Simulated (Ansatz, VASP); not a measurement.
One calculation of Ti, two programs

```
CELL_PARAMETERS angstrom
-1.70664 1.70664 1.77228
1.70664 -1.70664 1.77228
1.70664 1.70664 -1.77228
ATOMIC_POSITIONS crystal
Ti 0.00000 0.00000 0.00000
```

Change from the starting cell: strain +0.040 along x and y, +0.080 along z, atoms carried along.

Alike in both runs: task single point; functional PBEsol; k mesh 20 × 20 × 20; occupations gaussian, width 0.15 eV; no spin polarisation.

|  | VASP | Ansatz |
| --- | --- | --- |
| version | VASP 6.6.1 | Ansatz 0.2.0 |
| potentials or method | VASP PAW PBE potentials, release 64 (Ti_sv), cutoff 520 eV | scalar-relativistic, plane waves, PAW |
| valence electrons in the cell | 12 | 12 |

```tsv
	VASP	Ansatz	Ansatz less VASP
gap on the k mesh at the Fermi level (eV)	none	none	-
pressure (GPa)	-17.0	-16.9	+0.10
traceless stress, the component that is largest in VASP (GPa)	0.66	0.67	+0.005
```

VASP's potentials were made for PBE, not for PBEsol. A gap of «none» marks a metal or a gap that the smearing closes.
